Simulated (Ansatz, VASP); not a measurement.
## Two plane-wave programs on Sb

INCAR

```
PREC = Accurate ; ENCUT = 520
EDIFF = 1E-7 ; ISMEAR = 0
SIGMA = 0.15 ; LREAL = F
LASPH = T ; NELM = 100
ALGO = Normal ; ISIF = 2
LWAVE = F ; LCHARG = F
GGA = PS ; NBANDS = 8
```

File KPOINTS:

```
Automatic mesh
0
Gamma
  16 16 16
```

Contents of POSCAR:

```
Sb
1.0
    3.1758000000      0.0000000000      0.0000000000
    0.0000000000      3.1600000000      0.0000000000
    0.0000000000      0.0000000000      3.1600000000
Sb
1
Direct
    0.0000000000      0.0000000000      0.0000000000
```

Input for Ansatz:

```yaml
crystal:
  lattice:
    - [3.1758, 0.0, 0.0]
    - [0.0, 3.16, 0.0]
    - [0.0, 0.0, 3.16]
  atoms:
    - { symbol: Sb, position: [0.0, 0.0, 0.0] }
basis:
  ecutwfc: 420
kpoints:
  mp_grid: { grid: [16, 16, 16] }
hamiltonian:
  xc: pbesol
scf:
  occupations: { method: gaussian, width: 0.15 }
output:
  forces: true
  stress: true
  eigenvalues: true
```

Change from the starting cell: strain +0.0050 x Voigt [1, 0, 0, 0, 0, 0], atoms carried along.

Alike in both runs: task single point; functional PBEsol; k mesh 16 × 16 × 16; occupations gaussian, width 0.15 eV; no spin polarisation.

|  | VASP | Ansatz |
| --- | --- | --- |
| version | VASP 6.6.1 | Ansatz 0.2.0 |
| potentials or method | VASP PAW PBE potentials, release 64 (Sb), cutoff 520 eV | scalar-relativistic, plane waves, PAW |
| valence electrons in the cell | 5 | 15 |

|  | VASP | Ansatz | Ansatz less VASP |
| --- | --- | --- | --- |
| gap on the k mesh at the Fermi level (eV) | none | none | - |
| pressure (GPa) | -5.1 | -5.1 | -0.03 |
| traceless stress, the component that is largest in VASP (GPa) | -0.28 | -0.27 | +0.004 |

VASP's potentials were made for PBE, not for PBEsol. A gap of «none» marks a metal or a gap that the smearing closes. VASP's potentials hold 5 valence electrons a cell and Ansatz's 15, so a difference there can come from the potentials and not from the codes.

Neither program's run includes spin-orbit coupling.
